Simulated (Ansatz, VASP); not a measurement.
# One calculation of MoRu5, two programs

INCAR

```
SYSTEM = MoRu5
  PREC = Accurate
  ENCUT = 520
  EDIFF = 1E-6
  ISMEAR = 0
  SIGMA = 0.1
  LREAL = .False.
  LASPH = .True.
  NELM = 60
  ALGO = Normal
  ISIF = 2
  LWAVE = .False.
  LCHARG = .True.
  GGA = PE
  LELF = .True.
  LVHAR = .True.
  NBANDS = 51
```

The input KPOINTS:

```
Automatic mesh
0
Gamma
  6 6 2
  0 0 0
```

POSCAR

```
MoRu5
1.0
    2.7383421000      0.0000000000      0.0000000000
   -1.3691710000      2.3714738000      0.0000000000
    0.0000000000      0.0000000000     13.0345319000
Mo Ru
1 5
Direct
    0.0000000000      0.0000000000      0.5000000000
    0.3333333000      0.6666667000      0.0000000000
    0.3333333000      0.6666667000      0.3287430000
    0.3333333000      0.6666667000      0.6712570000
    0.0000000000      0.0000000000      0.8367370000
    0.0000000000      0.0000000000      0.1632630000
```

Input for Ansatz:

```yaml
crystal:
  lattice:
    - [2.7383421, 0.0, 0.0]
    - [-1.369171, 2.3714738, 0.0]
    - [0.0, 0.0, 13.0345319]
  atoms:
    - { symbol: Mo, position: [0.0, 0.0, 0.5] }
    - { symbol: Ru, position: [0.3333333, 0.6666667, 0.0] }
    - { symbol: Ru, position: [0.3333333, 0.6666667, 0.328743] }
    - { symbol: Ru, position: [0.3333333, 0.6666667, 0.671257] }
    - { symbol: Ru, position: [0.0, 0.0, 0.836737] }
    - { symbol: Ru, position: [0.0, 0.0, 0.163263] }
basis:
  ecutwfc: 420
kpoints:
  mp_grid: { grid: [6, 6, 2] }
hamiltonian:
  xc: pbe
scf:
  occupations: { method: gaussian, width: 0.1 }
  lower_state_search: "off"
output:
  forces: true
  stress: true
  eigenvalues: true
```

Alike in both runs: task single point; functional PBE; k mesh 6 × 6 × 2; occupations gaussian, width 0.1 eV; no spin polarisation.

|  | VASP | Ansatz |
| --- | --- | --- |
| version | VASP 6.6.1 | Ansatz 0.2.0 |
| potentials or method | VASP PAW PBE potentials, release 64 (Mo_sv, Ru_pv), cutoff 520 eV | scalar-relativistic, plane waves, PAW |
| valence electrons in the cell | 84 | 94 |

|  | VASP | Ansatz | Ansatz less VASP |
| --- | --- | --- | --- |
| gap on the k mesh at the Fermi level (eV) | none | none | - |
| pressure (GPa) | 0.3 | 0.3 | -0.04 |
| traceless stress, the component that is largest in VASP (GPa) | 0.96 | 0.96 | 0.000 |
| rms of the force components (eV/Å) | 0.060 | 0.063 | +0.0028 |

Atom by atom the forces differ by 0.005 eV/Å (rms over components). A gap of «none» marks a metal or a gap that the smearing closes. With one functional, cell and mesh, what is left measures potentials, basis and numerics. VASP's potentials hold 84 valence electrons a cell and Ansatz's 94, so a difference there can come from the potentials and not from the codes.

The k mesh is coarse, so the values compare programs but aren't converged.
